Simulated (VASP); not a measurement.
# Sr2SO: single point with RPBE

Sr2SO:

```
CELL_PARAMETERS angstrom
4.04324 0.00000 0.00000
0.00000 4.04324 0.00000
0.00000 0.00000 5.71800
ATOMIC_POSITIONS crystal
Sr 0.50000 0.50000 0.50000
Sr 0.00000 0.00000 0.00000
S 0.00000 0.00000 0.50000
O 0.50000 0.50000 0.00000
```

```
Program                 : VASP 6.6.1
Task                    : single point
Functional              : RPBE
Potentials or basis     : VASP PAW PBE potentials, release 64 (Sr_sv, S, O)
Cutoff                  : 520 eV
k mesh                  : 4 × 4 × 3
Occupations             : fermi-dirac, width 0.05 eV
Spin                    : no spin polarisation
Dipole correction       : no
k mesh for the DOS      : 6 × 6 × 5
Occupations for the DOS : tetrahedron
Further INCAR settings  : ALGO = Normal; EDIFF = 1e-06; NBANDS = 24
```

```yaml
Valence_electrons_inside_the_program's_atomic_spheres: Sr 8.07, 8.01; S 3.86; O 4.88
```

Levels at points of the mesh, in eV from the valence-band top:
```csv
k point,band 12,band 13,band 14,band 15,band 16,band 17,band 18,band 19,band 20,band 21
"(0.00, 0.00, 0.00)",-0.78,-0.78,-0.05,0.00,0.00,2.24,3.04,4.62,4.62,4.99
"(0.50, 0.00, 0.00)",-1.83,-1.45,-1.16,-0.54,-0.42,4.37,5.42,5.75,5.86,5.99
"(0.50, 0.50, 0.00)",-1.60,-0.98,-0.27,-0.27,-0.13,2.45,2.45,5.55,6.29,7.04
```

Wall time 2.5 min on 1 thread of AMD EPYC 7R13, with other jobs on the host, peak memory 0.19 GiB.
